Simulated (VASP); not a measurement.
The system is Pb.

```
CELL_PARAMETERS angstrom
3.50305 0.00000 0.00000
-1.75152 3.03373 0.00000
0.00000 0.00000 5.62702
ATOMIC_POSITIONS crystal
Pb 0.66667 0.33333 0.75000
Pb 0.33333 0.66667 0.25000
```

Base run:

| Item | Value |
| --- | --- |
| Program | VASP 6.6.1 |
| Functional | PBE |
| Potentials or basis | VASP PAW PBE potentials, release 64 (Pb_d) |
| Cutoff | 520 eV |
| k mesh | 9 × 9 × 5 |
| Occupations | fermi-dirac, width 0.05 eV |
| Spin | no spin polarisation |

Its results: band gap on the k mesh zero (band 14 reaches 13.06 eV, above the bottom of band 15 at 5.45 eV); pressure 3.0 GPa.

Task: The run is repeated on the same cell with these changes: functional from PBE to PBEsol; further incar settings from ALGO = Normal; EDIFF = 1e-06; NBANDS = 21 to ALGO = Fast; EDIFF = 1e-06; NBANDS = 21. What comes out?

Result: Band gap on the k mesh zero (band 14 reaches 12.87 eV, above the bottom of band 15 at 5.25 eV); pressure 0.0 GPa.

Caveats: spin-orbit coupling is left out, which moves the levels of the heavy elements; the PAW data sets were made with another functional, which shifts forces and pressure a little (some runs).
